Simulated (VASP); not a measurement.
A run of VASP 6.6.1:

Contents of INCAR:

```
SYSTEM = Pt
PREC = Accurate
ENCUT = 520
EDIFF = 1E-6
ISMEAR = 0
SIGMA = 0.15
LREAL = .FALSE.
LASPH = .TRUE.
NELM = 80
ALGO = Normal
ISIF = 2
LWAVE = .FALSE.
LCHARG = .TRUE.
GGA = PE
LELF = .TRUE.
LVHAR = .TRUE.
NBANDS = 11
```

The input KPOINTS:

```
Automatic mesh
0
G
  20 20 20
  0 0 0
```

File POSCAR:

```
Pt
1.0
    0.0000000000      1.8600050000      2.0068475000
    1.8600050000      0.0000000000      2.0068475000
    1.8600050000      1.8600050000      0.0000000000
Pt
1
Direct
    0.0000000000      0.0000000000      0.0000000000
```

Potentials or basis: VASP PAW PBE potentials, release 64 (Pt).

Launch:

```console
$ cat potpaw_PBE.64/Pt/POTCAR > POTCAR
$ mpirun -np 1 vasp_std > vasp.out
```

Hardware: 1 thread of AMD EPYC 7R13, on a shared host.

Q: Estimate the wall time of this run.

A: Run time: 2.6 min on 1 thread of AMD EPYC 7R13, on a shared host, peak memory 0.18 GiB. Counts: scf iterations 11, k points 641.
